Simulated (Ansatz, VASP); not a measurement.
P in VASP and in Ansatz

INCAR

```
ALGO = Normal
EDIFF = 1E-6
ENCUT = 520
GGA = PE
ISIF = 2
ISMEAR = 0
LASPH = T
LCHARG = T
LELF = T
LREAL = F
LVHAR = T
LWAVE = F
NBANDS = 18
NELM = 60
PREC = Accurate
SIGMA = 0.03
```

The input KPOINTS:

```
k-points
0
Gamma
  10 10 8
```

The input POSCAR:

```
P
1.0
    1.6552162270     -5.6427177482      0.0000000000
    1.6552162270      5.6427177482      0.0000000000
    0.0000000000      0.0000000000      4.6945060001
P
4
Direct
    0.0940707809      0.9059292191      0.9137202394
    0.5940707809      0.4059292191      0.5862797606
    0.9059292191      0.0940707809      0.0862797606
    0.4059292191      0.5940707809      0.4137202394
```

Input for Ansatz:

```yaml
crystal:
  lattice:
    - [1.655216227, -5.6427177482, 0.0]
    - [1.655216227, 5.6427177482, 0.0]
    - [0.0, 0.0, 4.6945060001]
  atoms:
    - { symbol: P, position: [0.0940707809, 0.9059292191, 0.9137202394] }
    - { symbol: P, position: [0.5940707809, 0.4059292191, 0.5862797606] }
    - { symbol: P, position: [0.9059292191, 0.0940707809, 0.0862797606] }
    - { symbol: P, position: [0.4059292191, 0.5940707809, 0.4137202394] }
basis:
  ecutwfc: 420
kpoints:
  mp_grid: { grid: [10, 10, 8] }
hamiltonian:
  xc: pbe
scf:
  occupations: { method: gaussian, width: 0.03 }
output:
  forces: true
  stress: true
  eigenvalues: true
```

Change from the starting cell: strain +0.000 along x and y, +0.030 along z, atoms carried along.

Alike in both runs: task single point; functional PBE; k mesh 10 × 10 × 8; occupations gaussian, width 0.03 eV; no spin polarisation.

```csv
,VASP,Ansatz
version,VASP 6.6.1,Ansatz 0.2.0
potentials or method,"VASP PAW PBE potentials, release 64 (P), cutoff 520 eV","scalar-relativistic, plane waves, PAW"
valence electrons in the cell,20,20
```

VASP gave:

```
gap on the k mesh at the Fermi level (eV)                     : 0.38
least direct gap on the mesh (eV)                             : 0.38
pressure (GPa)                                                : -2.1
traceless stress, the component that is largest in VASP (GPa) : -1.74
rms of the force components (eV/Å)                            : 0.266
```

What did Ansatz give for the same quantities?

gap on the k mesh at the Fermi level (eV): 0.36; least direct gap on the mesh (eV): 0.36; pressure (GPa): -1.8; traceless stress, the component that is largest in VASP (GPa): -1.71; rms of the force components (eV/Å): 0.244.

Atom by atom the forces differ by 0.028 eV/Å (rms over components).
